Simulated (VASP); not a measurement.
# CaPb2F6 in VASP: single point with PBE

Aim: the single point of CaPb2F6 with PBE.

Everything below comes from runs of VASP 6.6.1. Logs are shortened: lines on timing, memory, paths and dates and some standing lists are left out, and cuts for length are marked.

## 1. The cell of the first run

The typed cell holds 18 atoms: a = 7.165 Å, b = 7.145 Å, c = 7.165 Å, α = 80.39°, β = 70.54°, γ = 59.90°.

## 2. Single point, PBE

INCAR

```
PREC = Accurate ; ENCUT = 520
EDIFF = 1E-7 ; ISMEAR = 0
SIGMA = 0.02 ; LREAL = Auto
LASPH = T ; NELM = 100
ALGO = Normal ; ISIF = 2
LWAVE = F ; LCHARG = F
GGA = PE ; NBANDS = 95
```

KPOINTS

```
Automatic mesh
0
Gamma
  3 3 3
```

POSCAR

```
CaPb2F6
1.0
    5.8501800000      2.9257260000     -2.9254200000
    2.9249270000      5.8346300000      2.9082720000
    5.8502010000     -2.9259640000      2.9252230000
F Ca Pb
12 2 4
Direct
    0.4677456875      0.3329448442      0.6333940606
    0.7979586287      0.6463203916      0.6203319367
    0.9677730262      0.3329491096      0.1333816634
    0.2979385107      0.6463137469      0.1203654032
    0.6113708823      0.0196151032      0.1202072280
    0.1113607639      0.0196381029      0.6202310982
    0.3706482866      0.0195646276      0.8794917406
    0.7008096763      0.3329840727      0.8664318795
    0.8706395200      0.0196203723      0.3794812460
    0.2008353908      0.3329473711      0.3664370050
    0.5572051729      0.6463091084      0.3796162323
    0.0572243649      0.6462933283      0.8796104584
    0.8342850099      0.3329494573      0.4999283440
    0.3342724590      0.3329839510      0.9999092265
    0.4974108066      0.0066525622      0.4999295353
    0.9974081505      0.0066826676      0.9999469083
    0.6711425699      0.6592896529      0.9998831403
    0.1711568401      0.6592555041      0.4998911952
```

Potentials or basis: VASP PAW PBE potentials, release 64 (F, Ca_sv, Pb_d).

Command:

```console
$ cat potpaw_PBE.64/F/POTCAR potpaw_PBE.64/Ca_sv/POTCAR potpaw_PBE.64/Pb_d/POTCAR > POTCAR
$ mpirun -np 1 vasp_std > vasp.out
```

OUTCAR:

```text
PREC = Accurate
   ENCUT = 520
   EDIFF = 1E-7
   ISMEAR = 0
   LREAL = Auto
   LASPH = T
   NELM = 100
   ISIF = 2
   GGA = PE

 ion  position               nearest neighbor table
   1  0.468  0.333  0.633-  14 2.48  13 2.48  15 2.55  18 2.55
   2  0.798  0.646  0.620-  13 2.40  17 2.57  18 2.57  15 2.64
   3  0.968  0.333  0.133-  14 2.48  13 2.48  16 2.55  17 2.55
   4  0.298  0.646  0.120-  14 2.40  18 2.57  17 2.57  16 2.64
   5  0.611  0.020  0.120-  14 2.40  16 2.57  15 2.57  17 2.64
   6  0.111  0.020  0.620-  13 2.39  15 2.57  16 2.57  18 2.64
   7  0.371  0.020  0.879-  14 2.40  15 2.57  16 2.57  17 2.64
   8  0.701  0.333  0.866-  13 2.48  14 2.48  17 2.55  16 2.55
   9  0.871  0.020  0.379-  13 2.39  16 2.57  15 2.57  18 2.64
  10  0.201  0.333  0.366-  14 2.48  13 2.48  18 2.55  15 2.55
  11  0.557  0.646  0.380-  13 2.40  18 2.57  17 2.57  15 2.64
  12  0.057  0.646  0.880-  14 2.39  17 2.57  18 2.57  16 2.64
  13  0.834  0.333  0.500-   6 2.39   9 2.39  11 2.40   2 2.40   8 2.48   1 2.48   3 2.48  10 2.48

  14  0.334  0.333  1.000-  12 2.39   4 2.40   5 2.40   7 2.40   1 2.48   3 2.48  10 2.48   8 2.48

  15  0.497  0.007  0.500-   1 2.55  10 2.55   6 2.57   7 2.57   9 2.57   5 2.57  11 2.64   2 2.64
                            18 4.03  16 4.14  16 4.14
  16  0.997  0.007  1.000-   3 2.55   8 2.55   9 2.57   5 2.57   7 2.57   6 2.57  12 2.64   4 2.64
                            17 4.03  15 4.14  15 4.14
  17  0.671  0.659  1.000-   8 2.55   3 2.55   2 2.57  12 2.57   4 2.57  11 2.57   7 2.64   5 2.64
                            16 4.03  18 4.14  18 4.14
  18  0.171  0.659  0.500-  10 2.55   1 2.55   4 2.57  11 2.57   2 2.57  12 2.57   6 2.64   9 2.64
                            15 4.03  17 4.14  17 4.14

  Warning from LATTYP: Got some problem with cell dimensions!
  Tried to take original basis but could not verify dimensions!
  LATTYP: Found a triclinic cell.
 ALAT       =    10.9322216135
 B/A-ratio  =     0.6554391687
 C/A-ratio  =     1.1309791092
 COS(alpha) =     0.0001464968
 COS(beta)  =     0.5655657424
 COS(gamma) =     0.7647127569

  Lattice vectors:

 A1 = (   8.7754540000,  -5.8348680000,  -2.9084690000)
 A2 = (   5.8502010000,  -2.9259640000,   2.9252230000)
 A3 = (   0.0003260000,  -8.7435340000,  -8.7419640000)

Analysis of symmetry for initial positions (statically):
=====================================================================
 Subroutine PRICEL returns:
 Original cell was already a primitive cell.

 Routine SETGRP: Setting up the symmetry group for a
 triclinic supercell.

 Subroutine GETGRP returns: Found  1 space group operations
 (whereof  1 operations were pure point group operations)
 out of a pool of  2 trial point group operations.

The static configuration has the point symmetry C_1 .
[... 143 lines left out ...]
   TEBEG  =    0.0;   TEEND  =   0.0 temperature during run
   PSTRESS=    0.0 pullay stress
   NELECT =     160.0000    total number of electrons
   NUPDOWN=      -1.0000    fix difference up-down
   EMIN   =  10.00;   EMAX   =-10.00  energy-range for DOS
   EFERMI =   0.00;   METHOD = LEGACY
   ISMEAR =     0;   SIGMA  =   0.02  broadening in eV -4-tet -1-fermi 0-gaus
   EFERMI_NEDOS =   21; number of points for ismear=-14 and -15
   IALGO  =     38    algorithm
   IMIX   =      4    mixing-type and parameters
     AMIX     =   0.40;   BMIX     =  1.00
     AMIX_MAG =   1.60;   BMIX_MAG =  1.00
  volume/ion in A,a.u.               =      16.63       112.20
  Fermi-wavevector in a.u.,A,eV,Ry     =   1.328703  2.510885 24.020438  1.765452
  Thomas-Fermi vector in A             =   2.457921
   LORBIT       =      0    0 simple, 1 ext, 2 COOP (PROOUT), +10 PAW based schemes
   GGA     = PE    functional components
   LHFCALC =     F    Hartree Fock is set to
   AEXX    =    0.0000 exact exchange contribution
   IVDW    =     0    specifies the selected vdW correction
   LEPSILON=     F    determine dielectric tensor
   LRPA    =     F    only Hartree local field effects (RPA)
 non-spin polarized calculation
 Gauss-broadening in eV      SIGMA  =   0.02
  energy-cutoff  :      520.00
  volume of cell :      299.27
 maximum number of plane-waves:      8076
 NGX is ok and might be reduce to    54
   NGX = 27   NGY = 27   NGZ = 27

 number of electron     159.9999987 magnetization

 Free energy of the ion-electron system (eV)
  ---------------------------------------------------
  ext. energy  EPLUGINS =         0.00000000
  ---------------------------------------------------
  free energy    TOTEN  =       -91.86048983 eV

  energy without entropy =      -91.86048983  energy(sigma->0) =      -91.86048983

 E-fermi :   1.3861     XC(G=0):  -9.3162

 val. band max:        1.2024773990   @ k =   0.0000   0.0000   0.0000
 cond. band min:       5.6620559586   @ k =   0.3333  -0.3333   0.3333
 fundamental gap:      4.4595785596
 Fermi energy:         1.3861152979

 k-point     1 :       0.0000    0.0000    0.0000
  band No.  band energies     occupation
      1     -36.4045      2.00000
      2     -36.4002      2.00000
      3     -19.7986      2.00000
      4     -19.7262      2.00000
      5     -19.7109      2.00000
      6     -19.6860      2.00000
[... 1319 lines left out ...]
     91       8.5422      0.00000
     92       8.6282      0.00000
 [bands above 92 left out]

------------------------ aborting loop because EDIFF is reached ----------------------------------------

  FORCE on cell =-STRESS in cart. coord.  units (eV):
  Direction    XX          YY          ZZ          XY          YZ          ZX
  --------------------------------------------------------------------------------------
  -------------------------------------------------------------------------------------
  Total       -0.1454900     -0.1387723     -0.1206024     -0.0006563     -0.0452064      0.0045343
  in kB       -0.7789027     -0.7429386     -0.6456635     -0.0035134     -0.2420191      0.0242751
  external PRESSURE =      -0.7225016 kB  Pullay stress =       0.0000000 kB

 VOLUME and BASIS-vectors are now :
 -----------------------------------------------------------------------------
  energy-cutoff  :      520.00
  volume of cell :      299.27
      direct lattice vectors                 reciprocal lattice vectors
     5.850180000  2.925726000 -2.925420000     0.085465475  0.028261987 -0.142654646
     2.924927000  5.834630000  2.908272000     0.000004252  0.114370267  0.114390734
     5.850201000 -2.925964000  2.925223000     0.085467003 -0.085443627  0.085462160

 POSITION                                       TOTAL-FORCE (eV/Angst)
 -----------------------------------------------------------------------------------
      7.41572      1.45782      1.45276        -0.008184      0.003922     -0.001680
     10.18771      4.29058      1.35992         0.007206      0.007757      0.008750
      7.41581      4.38380     -1.47266        -0.008676      0.003981     -0.001755
      4.33758      4.29050      1.36016         0.006654      0.007922      0.008679
      4.33724      1.55143     -1.37984         0.008870     -0.008409     -0.007798
      4.33740     -1.37438      1.54565         0.008518     -0.008720     -0.007907
[... 10 lines left out ...]
     11.70420      2.88467      2.87890         0.003061      0.000303      0.000899
      5.85404      2.88461      2.87888         0.003195      0.001300      0.001061
 -----------------------------------------------------------------------------------
    total drift:                               -0.008044     -0.017395      0.010064

  FREE ENERGIE OF THE ION-ELECTRON SYSTEM (eV)
  ---------------------------------------------------
  free  energy   TOTEN  =       -91.8604898349 eV

  energy  without entropy=      -91.8604898349  energy(sigma->0) =      -91.86048983
```

stdout:

```text
POSCAR found type information on POSCAR F CaPb
 POSCAR found :  3 types and      18 ions
 scaLAPACK will be used
 LDA part: xc-table for (Slater+PW92), standard interpolation
 POSCAR, INCAR and KPOINTS ok, starting setup
 FFT: planning ... GRIDC
 FFT: planning ... GRID_SOFT
 FFT: planning ... GRID
 WAVECAR not read
 entering main loop
```

It took 9.2 min on 1 thread of Intel Xeon 6975P-C (Granite Rapids), shared host; peak memory 0.52 GiB.

What came out:

- Free energy: -91.8605 eV
- Pressure: -0.1 GPa
- Largest force: 0.016 eV/Å
- Band gap on the k mesh: 4.46 eV

Forces on the atoms (eV/Å):
```
F   -0.008  0.004 -0.002
F    0.007  0.008  0.009
F   -0.009  0.004 -0.002
F    0.007  0.008  0.009
F    0.009 -0.008 -0.008
F    0.009 -0.009 -0.008
F   -0.009 -0.008 -0.007
F    0.009 -0.001  0.003
F   -0.009 -0.009 -0.008
F    0.009 -0.001  0.003
F   -0.010  0.008  0.009
F   -0.010  0.008  0.009
Ca   0.000  0.002  0.000
Ca   0.001  0.000 -0.001
Pb  -0.001 -0.004 -0.004
Pb  -0.001 -0.003 -0.003
Pb   0.003  0.000  0.001
Pb   0.003  0.001  0.001
```

Caveat: spin-orbit coupling is left out, which moves the levels of the heavy elements. A k mesh can miss the band edges.
